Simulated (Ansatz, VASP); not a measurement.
Ta in VASP and in Ansatz

```
Ta
1.0
     2.96696    0.00000    0.00000
    -1.48348    2.56946    0.00000
     0.00000    0.00000    4.80647
Ta
2
Direct
  0.29333 0.64667 0.22000
  0.70667 0.35333 0.78000
```

Change from the starting cell: shortest bond scaled by 0.88, PAW files.

Alike in both runs: task electric field gradients; functional LDA; k mesh 12 × 12 × 6; occupations fermi-dirac, width 0.05 eV; no spin polarisation.

```csv
,VASP,Ansatz
version,VASP 6.6.1,Ansatz 0.2.0
potentials or method,"VASP PAW LDA potentials, release 64 (Ta_pv)","PAW with Ansatz's default frozen-core files, scalar-relativistic"
plane-wave cutoff (eV),520,420
valence electrons in the cell,22,26
```

|  | VASP | Ansatz | Ansatz less VASP |
| --- | --- | --- | --- |
| pressure (GPa) | 0.6 | -0.2 | -0.76 |
| traceless stress, the component that is largest in VASP (GPa) | 4.02 | 4.03 | +0.017 |
| rms of the force components (eV/Å) | 1.710 | 1.692 | -0.0186 |
| size of Vzz on the site where it differs most (V/Å²) | 103.5 | 100.1 | -3.42 |

LDA's correlation is that of Perdew and Zunger in VASP and of Perdew and Wang (1992) in Ansatz. Atom by atom the forces differ by 0.019 eV/Å (rms over components). VASP's potentials hold 22 valence electrons a cell and Ansatz's 26, so a difference there can come from the potentials and not from the codes.

Spin-orbit coupling is off throughout.
